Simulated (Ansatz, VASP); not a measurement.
**MgAgC6N6 in VASP and in Ansatz**

The input INCAR:

```
SYSTEM = MgAgC6N6
  PREC = Accurate
  ENCUT = 840
  EDIFF = 1E-6
  ISMEAR = 0
  SIGMA = 0.1
  LREAL = .False.
  LASPH = .True.
  NELM = 120
  ALGO = Normal
  ISIF = 2
  LWAVE = .False.
  LCHARG = .True.
  GGA = PE
  LELF = .True.
  LVHAR = .True.
  NBANDS = 54
  GGA_COMPAT = .False.
```

File KPOINTS:

```
Automatic mesh
0
Gamma
  4 4 4
  0 0 0
```

Contents of POSCAR:

```
MgAgC6N6
1.0
    0.0000000000      5.2700000000      5.2700000000
    5.2700000000      0.0000000000      5.2700000000
    5.2700000000      5.2700000000      0.0000000000
Mg Ag C N
1 1 6 6
Direct
    0.0000000000      0.0000000000      0.0000000000
    0.5000000000      0.5000000000      0.5000000000
    0.8121442100      0.1878557900      0.1878557900
    0.1878557900      0.8121442100      0.1878557900
    0.1878557900      0.1878557900      0.8121442100
    0.1878557900      0.8121442100      0.8121442100
    0.8121442100      0.1878557900      0.8121442100
    0.8121442100      0.8121442100      0.1878557900
    0.7011385200      0.2988614800      0.2988614800
    0.2988614800      0.7011385200      0.2988614800
    0.2988614800      0.2988614800      0.7011385200
    0.2988614800      0.7011385200      0.7011385200
    0.7011385200      0.2988614800      0.7011385200
    0.7011385200      0.7011385200      0.2988614800
```

Input for Ansatz:

```yaml
crystal:
  lattice:
    - [0.0, 5.27, 5.27]
    - [5.27, 0.0, 5.27]
    - [5.27, 5.27, 0.0]
  atoms:
    - { symbol: Mg, position: [0.0, 0.0, 0.0] }
    - { symbol: Ag, position: [0.5, 0.5, 0.5] }
    - { symbol: C, position: [0.81214421, 0.18785579, 0.18785579] }
    - { symbol: C, position: [0.18785579, 0.81214421, 0.18785579] }
    - { symbol: C, position: [0.18785579, 0.18785579, 0.81214421] }
    - { symbol: C, position: [0.18785579, 0.81214421, 0.81214421] }
    - { symbol: C, position: [0.81214421, 0.18785579, 0.81214421] }
    - { symbol: C, position: [0.81214421, 0.81214421, 0.18785579] }
    - { symbol: "N", position: [0.70113852, 0.29886148, 0.29886148] }
    - { symbol: "N", position: [0.29886148, 0.70113852, 0.29886148] }
    - { symbol: "N", position: [0.29886148, 0.29886148, 0.70113852] }
    - { symbol: "N", position: [0.29886148, 0.70113852, 0.70113852] }
    - { symbol: "N", position: [0.70113852, 0.29886148, 0.70113852] }
    - { symbol: "N", position: [0.70113852, 0.70113852, 0.29886148] }
basis:
  ecutwfc: 420
kpoints:
  mp_grid: { grid: [4, 4, 4] }
hamiltonian:
  xc: pbe
scf:
  occupations: { method: gaussian, width: 0.1 }
  lower_state_search: "off"
output:
  forces: true
  stress: true
  eigenvalues: true
```

Alike in both runs: task single point; functional PBE; k mesh 4 × 4 × 4; occupations gaussian, width 0.1 eV; no spin polarisation.

```csv
,VASP,Ansatz
version,VASP 6.6.1,Ansatz 0.2.0
potentials or method,"VASP PAW PBE potentials, release 64 (Mg_sv, Ag_sv_GW, C, N), cutoff 840 eV","scalar-relativistic, plane waves, PAW"
valence electrons in the cell,83,83
```

|  | VASP | Ansatz | Ansatz less VASP |
| --- | --- | --- | --- |
| gap on the k mesh at the Fermi level (eV) | none | none | - |
| pressure (GPa) | 6.5 | 6.2 | -0.36 |
| rms of the force components (eV/Å) | 0.952 | 1.071 | +0.1194 |

Atom by atom the forces differ by 0.196 eV/Å (rms over components). A gap of «none» marks a metal or a gap that the smearing closes.

Noted on VASP's run: the standard files for N, O and F lose accuracy on very short bonds.
